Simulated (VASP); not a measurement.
# Mg2O (Fm-3m) in VASP: single point with PBE

Aim: the single point of Mg2O with PBE.

Everything below comes from runs of VASP 6.6.1. Logs are shortened: lines on timing, memory, paths and dates and some standing lists are left out, and cuts for length are marked.

### 1 The cell of the first run

It takes space group Fm-3m (No. 225, cubic). Conventional cell: a = 5.594 Å, b = 5.594 Å, c = 5.594 Å, α = 90.00°, β = 90.00°, γ = 90.00°. Within 3.2 Å of Mg (site symmetry -43m) lie 4 O at 2.42 Å and 6 Mg at 2.80 Å. O (site symmetry m-3m) has 8 Mg at 2.42 Å within 3.2 Å.

The cell was generated, and may not be a known phase.

### 2 Single point, PBE

Input file INCAR:

```
PREC     = Accurate       # precision mode
ENCUT    = 600            # plane-wave cutoff, eV
EDIFF    = 1E-6           # SCF threshold, eV
ISMEAR   = 0              # smearing method
SIGMA    = 0.2            # smearing width, eV
LREAL    = False          # projectors in reciprocal space
LASPH    = True           # aspherical terms in the spheres
NELM     = 120            # most SCF steps
ALGO     = Normal         # electronic algorithm
ISIF     = 2              # what is computed and relaxed
LWAVE    = False          # write WAVECAR
LCHARG   = False          # write CHGCAR
GGA      = PE             # functional
NBANDS   = 12             # bands
GGA_COMPAT= False
```

Input file KPOINTS:

```
regular mesh
0
Gamma
  6 6 6
```

Input file POSCAR:

```
Mg2O
1.0
    0.0000000000      2.7969564349      2.7969564349
    2.7969564349      0.0000000000      2.7969564349
    2.7969564349      2.7969564349      0.0000000000
Mg O
2 1
Direct
    0.2500000000      0.2500000000      0.2500000000
    0.7500000000      0.7500000000      0.7500000000
    0.0000000000      0.0000000000      0.0000000000
```

Potentials or basis: VASP PAW PBE potentials, release 64 (Mg, O).

The run is started by

```
$ cat potpaw_PBE.64/Mg/POTCAR potpaw_PBE.64/O/POTCAR > POTCAR
$ mpirun -np 1 vasp_std > vasp.out
```

OUTCAR:

```text
PREC = Accurate
   ENCUT = 600
   EDIFF = 1E-6
   ISMEAR = 0
   LREAL = False
   LASPH = True
   NELM = 120
   ISIF = 2
   GGA = PE

 ion  position               nearest neighbor table
   1  0.250  0.250  0.250-   3 2.42   3 2.42   3 2.42   3 2.42   2 2.80   2 2.80   2 2.80   2 2.80
                             2 2.80   2 2.80
   2  0.750  0.750  0.750-   3 2.42   3 2.42   3 2.42   3 2.42   1 2.80   1 2.80   1 2.80   1 2.80
                             1 2.80   1 2.80
   3  0.000  0.000  0.000-   2 2.42   2 2.42   2 2.42   1 2.42   1 2.42   1 2.42   2 2.42   1 2.42

  LATTYP: Found a face centered cubic cell.
 ALAT       =     5.5939128698

  Lattice vectors:

 A1 = (   0.0000000000,   2.7969564349,   2.7969564349)
 A2 = (   2.7969564349,   0.0000000000,   2.7969564349)
 A3 = (   2.7969564349,   2.7969564349,   0.0000000000)

Analysis of symmetry for initial positions (statically):
=====================================================================
 Subroutine PRICEL returns:
 Original cell was already a primitive cell.

 Routine SETGRP: Setting up the symmetry group for a
 face centered cubic supercell.

 Subroutine GETGRP returns: Found 48 space group operations
 (whereof 48 operations were pure point group operations)
 out of a pool of 48 trial point group operations.

The static configuration has the point symmetry O_h .

Analysis of symmetry for dynamics (positions and initial velocities):
=====================================================================
 Subroutine PRICEL returns:
 Original cell was already a primitive cell.

 Routine SETGRP: Setting up the symmetry group for a
 face centered cubic supercell.

 Subroutine GETGRP returns: Found 48 space group operations
 (whereof 48 operations were pure point group operations)
 out of a pool of 48 trial point group operations.

The dynamic configuration has the point symmetry O_h .

 Subroutine INISYM returns: Found 48 space group operations
 (whereof 48 operations are pure point group operations),
 and found     1 'primitive' translations

----------------------------------------------------------------------------------------

                                     Primitive cell

  volume of cell :      43.7610

  direct lattice vectors                    reciprocal lattice vectors
     0.000000000  2.796956435  2.796956435    -0.178765745  0.178765745  0.178765745
     2.796956435  0.000000000  2.796956435     0.178765745 -0.178765745  0.178765745
     2.796956435  2.796956435  0.000000000     0.178765745  0.178765745 -0.178765745

  length of vectors
     3.955493724  3.955493724  3.955493724     0.309631352  0.309631352  0.309631352

  position of ions in fractional coordinates (direct lattice)
     0.250000000  0.250000000  0.250000000
     0.750000000  0.750000000  0.750000000
     0.000000000  0.000000000  0.000000000

  ion indices of the primitive-cell ions
   primitive index   ion index
                 1           1
                 2           2
                 3           3

----------------------------------------------------------------------------------------

 KPOINTS: regular mesh

Automatic generation of k-mesh.
 Grid dimensions read from file:
 generate k-points for:    6    6    6

 Generating k-lattice:

  Cartesian coordinates                     Fractional coordinates (reciprocal lattice)
    -0.029794291  0.029794291  0.029794291     0.166666667  0.000000000  0.000000000
     0.029794291 -0.029794291  0.029794291     0.000000000  0.166666667  0.000000000
     0.029794291  0.029794291 -0.029794291     0.000000000  0.000000000  0.166666667

  Length of vectors
     0.051605225  0.051605225  0.051605225

  Shift w.r.t. Gamma in fractional coordinates (k-lattice)
     0.000000000  0.000000000  0.000000000

 Subroutine IBZKPT returns following result:
 ===========================================

 Found     16 irreducible k-points:

 Following reciprocal coordinates:
            Coordinates               Weight
  0.000000  0.000000  0.000000      1.000000
  0.166667  0.000000  0.000000      8.000000
  0.333333  0.000000  0.000000      8.000000
  0.500000  0.000000  0.000000      4.000000
  0.166667  0.166667  0.000000      6.000000
  0.333333  0.166667  0.000000     24.000000
[... 8 lines left out ...]
 -0.333333  0.333333  0.166667     24.000000
 -0.333333  0.500000  0.166667     12.000000
   k-points           NKPTS =     16   k-points in BZ     NKDIM =     16   number of bands    NBANDS=     12
   number of dos      NEDOS =    301   number of ions     NIONS =      3
   total plane-waves  NPLWV =  32768
   dimension x,y,z NGX =    32 NGY =   32 NGZ =   32
   dimension x,y,z NGXF=    64 NGYF=   64 NGZF=   64
   ions per type =               2   1
   NGX,Y,Z   is equivalent  to a cutoff of  13.45, 13.45, 13.45 a.u.
   NGXF,Y,Z  is equivalent  to a cutoff of  26.90, 26.90, 26.90 a.u.
 SYSTEM =  unknown system
   PREC   = accura    normal or accurate (medium, high low for compatibility)
   ISTART =      0    job   : 0-new  1-cont  2-samecut
   ICHARG =      2    charge: 1-file 2-atom 10-const
   ISPIN  =      1    spin polarized calculation?
   LNONCOLLINEAR =      F non collinear calculations
   LSORBIT =      F    spin-orbit coupling
   LASPH  =      T    aspherical Exc in radial PAW
   ENCUT  =  600.0 eV  44.10 Ry    6.64 a.u.   7.90  7.90  7.90*2*pi/ulx,y,z
   NELM   =    120;   NELMIN=  2; NELMDL= -5     # of ELM steps
   EDIFF  = 0.1E-05   stopping-criterion for ELM
   LREAL  =      F    real-space projection
[... 7 lines left out ...]
   TEBEG  =    0.0;   TEEND  =   0.0 temperature during run
   PSTRESS=    0.0 pullay stress
   NELECT =      10.0000    total number of electrons
   NUPDOWN=      -1.0000    fix difference up-down
   EMIN   =  10.00;   EMAX   =-10.00  energy-range for DOS
   EFERMI =   0.00;   METHOD = LEGACY
   ISMEAR =     0;   SIGMA  =   0.20  broadening in eV -4-tet -1-fermi 0-gaus
   EFERMI_NEDOS =   21; number of points for ismear=-14 and -15
   IALGO  =     38    algorithm
   IMIX   =      4    mixing-type and parameters
     AMIX     =   0.40;   BMIX     =  1.00
     AMIX_MAG =   1.60;   BMIX_MAG =  1.00
  volume/ion in A,a.u.               =      14.59        98.44
  Fermi-wavevector in a.u.,A,eV,Ry     =   1.000873  1.891376 13.629602  1.001747
  Thomas-Fermi vector in A             =   2.133258
   LORBIT       =      0    0 simple, 1 ext, 2 COOP (PROOUT), +10 PAW based schemes
   GGA     = PE    functional components
   LHFCALC =     F    Hartree Fock is set to
   AEXX    =    0.0000 exact exchange contribution
   IVDW    =     0    specifies the selected vdW correction
   LEPSILON=     F    determine dielectric tensor
   LRPA    =     F    only Hartree local field effects (RPA)
 non-spin polarized calculation
 Gauss-broadening in eV      SIGMA  =   0.20
  energy-cutoff  :      600.00
  volume of cell :       43.76
 maximum number of plane-waves:      1476
   NGX = 15   NGY = 15   NGZ = 15

 number of electron      10.0000003 magnetization

 Free energy of the ion-electron system (eV)
  ---------------------------------------------------
  ext. energy  EPLUGINS =         0.00000000
  ---------------------------------------------------
  free energy    TOTEN  =       -10.27987222 eV

  energy without entropy =      -10.27414697  energy(sigma->0) =      -10.27700960

 E-fermi :   4.9703     XC(G=0):  -9.5976

 val. band max:        4.7034667148   @ k =  -0.3333   0.3333   0.1667
 cond. band min:       5.2410612658   @ k =   0.5000   0.0000   0.0000
 fundamental gap:      0.5375945510
 Fermi energy:         4.9702946603

 k-point     1 :       0.0000    0.0000    0.0000
  band No.  band energies     occupation
      1     -14.7344      2.00000
      2      -0.2544      2.00000
      3      -0.1268      2.00000
      4      -0.1268      2.00000
      5      -0.1268      2.00000
      6       9.2708      0.00000
      7       9.2708      0.00000
      8       9.2708      0.00000
      9      12.5214      0.00000
     10      12.5214      0.00000
     11      12.5214      0.00000
     12      12.6129      0.00000

 k-point     2 :       0.1667    0.0000    0.0000
  band No.  band energies     occupation
      1     -14.6869      2.00000
      2      -1.3880      2.00000
      3      -0.1729      2.00000
      4      -0.1729      2.00000
      5       1.2291      2.00000
      6       8.0800      0.00000
      7       9.2790      0.00000
      8       9.2790      0.00000
      9      11.2730      0.00000
     10      11.2730      0.00000
     11      12.1855      0.00000
     12      14.5577      0.00000

 k-point     3 :       0.3333    0.0000    0.0000
  band No.  band energies     occupation
      1     -14.5900      2.00000
      2      -2.1758      2.00000
      3      -0.2605      2.00000
      4      -0.2605      2.00000
      5       2.6040      2.00000
      6       6.2531      0.00000
      7       8.7973      0.00000
      8       8.7973      0.00000
      9      11.6188      0.00000
     10      11.6188      0.00000
     11      11.9700      0.00000
     12      16.1026      0.00000
[... 166 lines left out ...]
 k-point    15 :      -0.3333    0.3333    0.1667
  band No.  band energies     occupation
      1     -14.4960      2.00000
      2      -1.8736      2.00000
      3      -1.2505      2.00000
      4      -0.6557      2.00000
      5       4.7035      1.94081
      6       5.2884      0.02451
      7       6.9148      0.00000
      8       8.0953      0.00000
      9      11.2625      0.00000
     10      11.8789      0.00000
     11      15.4733      0.00000
     12      15.8519      0.00000

 k-point    16 :      -0.3333    0.5000    0.1667
  band No.  band energies     occupation
      1     -14.4813      2.00000
      2      -1.8060      2.00000
      3      -1.1344      2.00000
      4      -0.9189      2.00000
      5       4.0635      2.00000
      6       6.6853      0.00000
      7       6.7002      0.00000
      8       7.3893      0.00000
      9      10.4312      0.00000
     10      13.3686      0.00000
     11      13.8184      0.00000
     12      16.9064      0.00000

------------------------ aborting loop because EDIFF is reached ----------------------------------------

  FORCE on cell =-STRESS in cart. coord.  units (eV):
  Direction    XX          YY          ZZ          XY          YZ          ZX
  --------------------------------------------------------------------------------------
  -------------------------------------------------------------------------------------
  Total        0.0944086      0.0944086      0.0944086      0.0000000     -0.0000000      0.0000000
  in kB        3.4564866      3.4564866      3.4564866      0.0000000     -0.0000000      0.0000000
  external PRESSURE =       3.4564866 kB  Pullay stress =       0.0000000 kB

 VOLUME and BASIS-vectors are now :
 -----------------------------------------------------------------------------
  energy-cutoff  :      600.00
  volume of cell :       43.76
      direct lattice vectors                 reciprocal lattice vectors
     0.000000000  2.796956435  2.796956435    -0.178765745  0.178765745  0.178765745
     2.796956435  0.000000000  2.796956435     0.178765745 -0.178765745  0.178765745
     2.796956435  2.796956435  0.000000000     0.178765745  0.178765745 -0.178765745

 POSITION                                       TOTAL-FORCE (eV/Angst)
 -----------------------------------------------------------------------------------
      1.39848      1.39848      1.39848         0.000000      0.000000      0.000000
      4.19543      4.19543      4.19543        -0.000000     -0.000000      0.000000
      0.00000      0.00000      0.00000         0.000000     -0.000000     -0.000000
 -----------------------------------------------------------------------------------
    total drift:                                0.000000     -0.000000      0.000000

  FREE ENERGIE OF THE ION-ELECTRON SYSTEM (eV)
  ---------------------------------------------------
  free  energy   TOTEN  =       -10.2798722246 eV

  energy  without entropy=      -10.2741469736  energy(sigma->0) =      -10.27700960
```

Run time: 28 s. Hardware: 1 thread of Intel Xeon 8259CL, shared host; peak memory 0.14 GiB.

What came out:

- Free energy: -10.2799 eV
- Pressure: 0.3 GPa
- Band gap on the k mesh: 0.54 eV (least direct gap 0.58 eV)

A k mesh can miss the band edges.
